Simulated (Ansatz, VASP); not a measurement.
## MgO: VASP beside Ansatz

```
CELL_PARAMETERS angstrom
3.22972 0.00000 0.00000
-1.61486 2.79702 0.00000
0.00000 0.00000 5.16426
ATOMIC_POSITIONS crystal
Mg 0.33333 0.66667 0.99626
Mg 0.66667 0.33333 0.49731
O 0.33333 0.66667 0.41161
O 0.66667 0.33333 0.90403
```

Alike in both runs: task single point; functional PBEsol; k mesh 9 × 9 × 6; occupations gaussian, width 0.02 eV; no spin polarisation.

|  | VASP | Ansatz |
| --- | --- | --- |
| version | VASP 6.6.1 | Ansatz 0.2.0 |
| potentials or method | VASP PAW PBE potentials, release 64 (Mg, O), cutoff 520 eV | scalar-relativistic, plane waves, PAW |
| valence electrons in the cell | 16 | 32 |

Ansatz gave:

```
gap on the k mesh at the Fermi level (eV)                     : 3.42
least direct gap on the mesh (eV)                             : 3.42
pressure (GPa)                                                : 3.9
traceless stress, the component that is largest in VASP (GPa) : -10.43
rms of the force components (eV/Å)                            : 0.427
```

Question: Estimate VASP's values.

Answer: gap on the k mesh at the Fermi level (eV): 3.42; least direct gap on the mesh (eV): 3.42; pressure (GPa): 3.7; traceless stress, the component that is largest in VASP (GPa): -10.57; rms of the force components (eV/Å): 0.433.

VASP's potentials were made for PBE, not for PBEsol. Atom by atom the forces differ by 0.006 eV/Å (rms over components). VASP's potentials hold 16 valence electrons a cell and Ansatz's 32, so a difference there can come from the potentials and not from the codes.
